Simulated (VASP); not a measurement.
# InAs (F-43m) in VASP: further runs

InAs is run at these levels: PBE, PBE+D3(BJ); tasks: single point.

Everything below comes from runs of VASP 6.6.1. Logs are shortened: lines on timing, memory, paths and dates and some standing lists are left out, and cuts for length are marked.

### 1 The cell of the first run

Symmetry: F-43m, No. 216, cubic system. Conventional cell: a = 6.109 Å, b = 6.109 Å, c = 6.109 Å, α = 90.00°, β = 90.00°, γ = 90.00°. In (site symmetry -43m) has 4 As at 2.65 Å within 3.5 Å. Within 3.5 Å of As (site symmetry -43m) lie 4 In at 2.65 Å.

### 2 Single point, PBE

INCAR reads:

```
SYSTEM = InAs
PREC = Accurate ; ENCUT = 520
EDIFF = 1E-6 ; ISMEAR = -1
SIGMA = 0.02 ; LREAL = .False.
LASPH = .True. ; NELM = 100
ALGO = Normal ; ISIF = 2
LWAVE = .False. ; LCHARG = .False.
GGA = PE ; NBANDS = 16
```

KPOINTS reads:

```
regular mesh
0
Gamma
  2 2 2
  0 0 0
```

POSCAR reads:

```
InAs
1.0
    0.0000000000      3.0545904655      3.0545904655
    3.0545904655      0.0000000000      3.0545904655
    3.0545904655      3.0545904655      0.0000000000
In As
1 1
Direct
    0.0000000000      0.0000000000      0.0000000000
    0.2500000000      0.2500000000      0.2500000000
```

Potentials or basis: VASP PAW PBE potentials, release 64 (In_d, As).

The run is started by

```sh
cat potpaw_PBE.64/In_d/POTCAR potpaw_PBE.64/As/POTCAR > POTCAR
mpirun -np 1 vasp_std > vasp.out
```

OUTCAR:

```text
SYSTEM = InAs
   PREC = Accurate
   ENCUT = 520
   EDIFF = 1E-6
   ISMEAR = -1
   LREAL = .False.
   LASPH = .True.
   NELM = 100
   ISIF = 2
   GGA = PE

 ion  position               nearest neighbor table
   1  0.000  0.000  0.000-   2 2.65   2 2.65   2 2.65   2 2.65
   2  0.250  0.250  0.250-   1 2.65   1 2.65   1 2.65   1 2.65

  LATTYP: Found a face centered cubic cell.
 ALAT       =     6.1091809310

  Lattice vectors:

 A1 = (   0.0000000000,   3.0545904655,   3.0545904655)
 A2 = (   3.0545904655,   0.0000000000,   3.0545904655)
 A3 = (   3.0545904655,   3.0545904655,   0.0000000000)

Analysis of symmetry for initial positions (statically):
=====================================================================
 Subroutine PRICEL returns:
 Original cell was already a primitive cell.

 Routine SETGRP: Setting up the symmetry group for a
 face centered cubic supercell.

 Subroutine GETGRP returns: Found 24 space group operations
 (whereof 24 operations were pure point group operations)
 out of a pool of 48 trial point group operations.

The static configuration has the point symmetry T_d .

Analysis of symmetry for dynamics (positions and initial velocities):
=====================================================================
 Subroutine PRICEL returns:
 Original cell was already a primitive cell.

 Routine SETGRP: Setting up the symmetry group for a
 face centered cubic supercell.

 Subroutine GETGRP returns: Found 24 space group operations
 (whereof 24 operations were pure point group operations)
 out of a pool of 48 trial point group operations.

The dynamic configuration has the point symmetry T_d .

 Subroutine INISYM returns: Found 24 space group operations
 (whereof 24 operations are pure point group operations),
 and found     1 'primitive' translations

----------------------------------------------------------------------------------------

                                     Primitive cell

  volume of cell :      57.0019

  direct lattice vectors                    reciprocal lattice vectors
     0.000000000  3.054590466  3.054590466    -0.163688064  0.163688064  0.163688064
     3.054590466  0.000000000  3.054590466     0.163688064 -0.163688064  0.163688064
     3.054590466  3.054590466  0.000000000     0.163688064  0.163688064 -0.163688064

  length of vectors
     4.319843264  4.319843264  4.319843264     0.283516044  0.283516044  0.283516044

  position of ions in fractional coordinates (direct lattice)
     0.000000000  0.000000000  0.000000000
     0.250000000  0.250000000  0.250000000

  ion indices of the primitive-cell ions
   primitive index   ion index
                 1           1
                 2           2

----------------------------------------------------------------------------------------

 KPOINTS: regular mesh

Automatic generation of k-mesh.
 Grid dimensions read from file:
 generate k-points for:    2    2    2

 Generating k-lattice:

  Cartesian coordinates                     Fractional coordinates (reciprocal lattice)
    -0.081844032  0.081844032  0.081844032     0.500000000  0.000000000  0.000000000
     0.081844032 -0.081844032  0.081844032     0.000000000  0.500000000  0.000000000
     0.081844032  0.081844032 -0.081844032     0.000000000  0.000000000  0.500000000

  Length of vectors
     0.141758022  0.141758022  0.141758022

  Shift w.r.t. Gamma in fractional coordinates (k-lattice)
     0.000000000  0.000000000  0.000000000

 Subroutine IBZKPT returns following result:
 ===========================================

 Found      3 irreducible k-points:

 Following reciprocal coordinates:
            Coordinates               Weight
  0.000000  0.000000  0.000000      1.000000
  0.500000  0.000000  0.000000      4.000000
  0.500000  0.500000  0.000000      3.000000
   k-points           NKPTS =      3   k-points in BZ     NKDIM =      3   number of bands    NBANDS=     16
   number of dos      NEDOS =    301   number of ions     NIONS =      2
   total plane-waves  NPLWV =  32768
   dimension x,y,z NGX =    32 NGY =   32 NGZ =   32
   dimension x,y,z NGXF=    64 NGYF=   64 NGZF=   64
   ions per type =               1   1
   NGX,Y,Z   is equivalent  to a cutoff of  12.31, 12.31, 12.31 a.u.
   NGXF,Y,Z  is equivalent  to a cutoff of  24.63, 24.63, 24.63 a.u.
 SYSTEM =  InAs
   PREC   = accura    normal or accurate (medium, high low for compatibility)
   ISTART =      0    job   : 0-new  1-cont  2-samecut
   ICHARG =      2    charge: 1-file 2-atom 10-const
   ISPIN  =      1    spin polarized calculation?
   LNONCOLLINEAR =      F non collinear calculations
   LSORBIT =      F    spin-orbit coupling
   LASPH  =      T    aspherical Exc in radial PAW
   ENCUT  =  520.0 eV  38.22 Ry    6.18 a.u.   8.03  8.03  8.03*2*pi/ulx,y,z
   NELM   =    100;   NELMIN=  2; NELMDL= -5     # of ELM steps
   EDIFF  = 0.1E-05   stopping-criterion for ELM
   LREAL  =      F    real-space projection
   EDIFFG = 0.1E-04   stopping-criterion for IOM
   NSW    =      0    number of steps for IOM
   IBRION =     -1    ionic relax: 0-MD 1-quasi-New 2-CG
   NFREE  =      0    steps in history (QN), initial steepest desc. (CG)
   ISIF   =      2    stress and relaxation
   ISYM   =      2    0-nonsym 1-usesym 2-fastsym
   POTIM  = 0.5000    time-step for ionic-motion
   TEBEG  =    0.0;   TEEND  =   0.0 temperature during run
   PSTRESS=    0.0 pullay stress
   NELECT =      18.0000    total number of electrons
   NUPDOWN=      -1.0000    fix difference up-down
   EMIN   =  10.00;   EMAX   =-10.00  energy-range for DOS
   EFERMI =   0.00;   METHOD = LEGACY
   ISMEAR =    -1;   SIGMA  =   0.02  broadening in eV -4-tet -1-fermi 0-gaus
   EFERMI_NEDOS =   21; number of points for ismear=-14 and -15
   IALGO  =     38    algorithm
   IMIX   =      4    mixing-type and parameters
     AMIX     =   0.40;   BMIX     =  1.00
     AMIX_MAG =   1.60;   BMIX_MAG =  1.00
  volume/ion in A,a.u.               =      28.50       192.33
  Fermi-wavevector in a.u.,A,eV,Ry     =   1.114815  2.106694 16.909480  1.242812
  Thomas-Fermi vector in A             =   2.251413
   LORBIT       =      0    0 simple, 1 ext, 2 COOP (PROOUT), +10 PAW based schemes
   GGA     = PE    functional components
[... 5 lines left out ...]
 non-spin polarized calculation
  energy-cutoff  :      520.00
  volume of cell :       57.00
 maximum number of plane-waves:      1572
   NGX = 17   NGY = 17   NGZ = 17

 number of electron      17.9999996 magnetization

 Free energy of the ion-electron system (eV)
  ---------------------------------------------------
  ext. energy  EPLUGINS =         0.00000000
  ---------------------------------------------------
  free energy    TOTEN  =        -5.82788754 eV

  energy without entropy =       -5.81833983  energy(sigma->0) =       -5.82311369

 E-fermi :   4.5040     XC(G=0):  -8.8062

 val. band max:        4.4901353447   @ k =   0.0000   0.0000   0.0000
 cond. band min:       5.2651902605   @ k =   0.5000   0.0000   0.0000
 fundamental gap:      0.7750549158
 Fermi energy:         4.5039981164

 k-point     1 :       0.0000    0.0000    0.0000
  band No.  band energies     occupation
      1     -10.0808      2.00000
      2     -10.0808      2.00000
      3     -10.0808      2.00000
      4      -9.9784      2.00000
      5      -9.9784      2.00000
      6      -7.1724      2.00000
[... 8 lines left out ...]
     15      13.9269      0.00000
     16      13.9269      0.00000

 k-point     2 :       0.5000    0.0000    0.0000
  band No.  band energies     occupation
      1     -10.1751      2.00000
      2     -10.0541      2.00000
      3     -10.0541      2.00000
      4      -9.9701      2.00000
      5      -9.9701      2.00000
      6      -5.7646      2.00000
[... 8 lines left out ...]
     15      14.9899      0.00000
     16      14.9899      0.00000

 k-point     3 :       0.5000    0.5000    0.0000
  band No.  band energies     occupation
      1     -10.2272      2.00000
      2     -10.0113      2.00000
      3     -10.0093      2.00000
      4     -10.0093      2.00000
      5      -9.9581      2.00000
      6      -5.2296      2.00000
[... 8 lines left out ...]
     15      15.7741      0.00000
     16      16.3264      0.00000

------------------------ aborting loop because EDIFF is reached ----------------------------------------

  FORCE on cell =-STRESS in cart. coord.  units (eV):
  Direction    XX          YY          ZZ          XY          YZ          ZX
  --------------------------------------------------------------------------------------
  -------------------------------------------------------------------------------------
  Total        3.2941488      3.2941488      3.2941488      0.0000000      0.0000000     -0.0000000
  in kB       92.5901580     92.5901580     92.5901580      0.0000000      0.0000000     -0.0000000
  external PRESSURE =      92.5901580 kB  Pullay stress =       0.0000000 kB

 VOLUME and BASIS-vectors are now :
 -----------------------------------------------------------------------------
  energy-cutoff  :      520.00
  volume of cell :       57.00
      direct lattice vectors                 reciprocal lattice vectors
     0.000000000  3.054590466  3.054590466    -0.163688064  0.163688064  0.163688064
     3.054590466  0.000000000  3.054590466     0.163688064 -0.163688064  0.163688064
     3.054590466  3.054590466  0.000000000     0.163688064  0.163688064 -0.163688064

 POSITION                                       TOTAL-FORCE (eV/Angst)
 -----------------------------------------------------------------------------------
      0.00000      0.00000      0.00000         0.000000      0.000000      0.000000
      1.52730      1.52730      1.52730        -0.000000     -0.000000      0.000000
 -----------------------------------------------------------------------------------
    total drift:                               -0.000000     -0.000000     -0.000000

  FREE ENERGIE OF THE ION-ELECTRON SYSTEM (eV)
  ---------------------------------------------------
  free  energy   TOTEN  =        -5.8278875440 eV

  energy  without entropy=       -5.8183398314  energy(sigma->0) =       -5.82311369
```

It took 3.3 s on 1 thread of Intel Xeon 6975P-C (Granite Rapids), shared host; peak memory 0.16 GiB.

What came out:

```yaml
Free_energy: -5.8279 eV
Pressure: 9.3 GPa
Band_gap_on_the_k_mesh: zero (filled and empty bands touch)
```

Levels at points of the mesh, in eV from the Fermi level:
```tsv
k point	band 5	band 6	band 7	band 8	band 9	band 10	band 11	band 12	band 13	band 14
(0.00, 0.00, 0.00)	-14.48	-11.68	-0.45	-0.01	-0.01	-0.01	3.68	3.68	3.68	7.33
(0.50, 0.00, 0.00)	-14.47	-10.27	-5.76	-1.00	-1.00	0.76	4.46	4.46	6.69	8.89
(0.50, 0.50, 0.00)	-14.46	-9.73	-5.87	-2.31	-2.31	1.40	1.94	8.93	8.93	9.03
```

Caveat: the k points lie up to 0.89 Å⁻¹ apart, too coarse for converged energies, forces and pressures; semilocal functionals underestimate gaps, and a narrow one can read as zero; spin-orbit coupling is left out, which moves the levels of the heavy elements.

### 3 Single point, PBE

INCAR reads:

```
PREC = Accurate
ENCUT = 520
EDIFF = 1E-7
ISMEAR = -1
SIGMA = 0.02
LREAL = False
LASPH = True
NELM = 60
ALGO = Normal
ISIF = 2
LWAVE = False
LCHARG = False
GGA = PE
NBANDS = 16
```

KPOINTS reads:

```
regular mesh
0
Gamma
  6 6 6
```

POSCAR is that of step 2.

Potentials or basis: VASP PAW PBE potentials, release 64 (In_d, As).

The run is started by

```sh
cat potpaw_PBE.64/In_d/POTCAR potpaw_PBE.64/As/POTCAR > POTCAR
mpirun -np 1 vasp_std > vasp.out
```

Wall time 8 s (1 thread of Intel Xeon 6975P-C (Granite Rapids), shared host); peak memory 0.18 GiB.

Results (log left out):

```yaml
Free_energy: -7.6873 eV
Pressure: 2.1 GPa
Band_gap_on_the_k_mesh: zero (filled and empty bands touch)
```

Levels at points of the mesh, in eV from the Fermi level:
```
           k point  band 5  band 6  band 7  band 8  band 9  band 10  band 11  band 12  band 13  band 14
(0.00, 0.00, 0.00)  -14.24  -11.68   -0.37   -0.01   -0.01    -0.01     3.87     3.87     3.87     7.39
(0.50, 0.00, 0.00)  -14.23  -10.30   -5.63   -0.96   -0.96     0.87     4.64     4.64     6.80     8.87
(0.50, 0.50, 0.00)  -14.22   -9.79   -5.72   -2.24   -2.24     1.58     2.04     8.98     9.04     9.04
```

Caveat: semilocal functionals underestimate gaps, and a narrow one can read as zero; spin-orbit coupling is left out, which moves the levels of the heavy elements.

### 4 Single point, PBE

INCAR reads:

```
SYSTEM = InAs
  PREC = Accurate
  ENCUT = 520
  EDIFF = 1E-6
  ISMEAR = 0
  SIGMA = 0.001
  LREAL = .FALSE.
  LASPH = .TRUE.
  NELM = 100
  ALGO = Normal
  ISIF = 2
  LWAVE = .FALSE.
  LCHARG = .FALSE.
  GGA = PE
  NBANDS = 16
```

KPOINTS reads:

```
Automatic mesh
0
G
  6 6 6
  0 0 0
```

POSCAR is that of step 3.

The run is started by

```sh
cat potpaw_PBE.64/In_d/POTCAR potpaw_PBE.64/As/POTCAR > POTCAR
mpirun -np 1 vasp_std > vasp.out
```

Wall time 7 s (1 thread of Intel Xeon 6975P-C (Granite Rapids), shared host); peak memory 0.18 GiB.

Results (log left out):

```yaml
Free_energy: -7.6870 eV
Pressure: 2.1 GPa
Band_gap_on_the_k_mesh: zero (filled and empty bands touch)
```

Levels at points of the mesh, in eV from the Fermi level:
```tsv
k point	band 7	band 8	band 9	band 10	band 11	band 12
(0.00, 0.00, 0.00)	-0.35	0.00	0.00	0.00	3.89	3.89
(0.50, 0.00, 0.00)	-5.61	-0.94	-0.94	0.89	4.65	4.65
(0.50, 0.50, 0.00)	-5.71	-2.22	-2.22	1.59	2.05	8.99
```

Caveat: semilocal functionals underestimate gaps, and a narrow one can read as zero; spin-orbit coupling is left out, which moves the levels of the heavy elements.

(Continued in part 2 of 2.)

The gap in the log of VASP goes by the Fermi energy; the results here count the filled bands.